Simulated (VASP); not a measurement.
AgI, 4 atoms in the cell. The structure is hexagonal, space group P6_3mc (No. 186). The conventional cell has a = 4.485 Å, b = 4.485 Å, c = 7.341 Å, α = 90.00°, β = 90.00°, γ = 120.00°. Ag (site symmetry 3m) has 4 I at 2.75 Å within 3.6 Å. Within 3.6 Å of I (site symmetry 3m) lie 4 Ag at 2.75 Å. 

- Program: VASP 6.6.1
- Task: single point
- Functional: LDA
- Potentials or basis: VASP PAW LDA potentials, release 64 (Ag, I)
- Cutoff: 500 eV
- k mesh: 6 × 6 × 4
- Occupations: gaussian, width 0.01 eV
- Spin: no spin polarisation
- Dipole correction: no
- Further INCAR settings: ALGO = Normal; EDIFF = 1e-06; NBANDS = 26

Potentials or basis: VASP PAW LDA potentials, release 64 (Ag, I).

Launch:

```bash
$ cat potpaw_LDA.64/Ag/POTCAR potpaw_LDA.64/I/POTCAR > POTCAR
$ mpirun -np 1 vasp_std > vasp.out
```

Hardware: 1 thread of Intel(R) Xeon(R) 6975P-C (Granite Rapids), with other jobs on the host.

Q: Estimate the wall time of this run.

A: Run time: 27 s on 1 thread of Intel(R) Xeon(R) 6975P-C (Granite Rapids) (shared host), peak memory 0.23 GiB. Counts: scf iterations 13, k points 21.
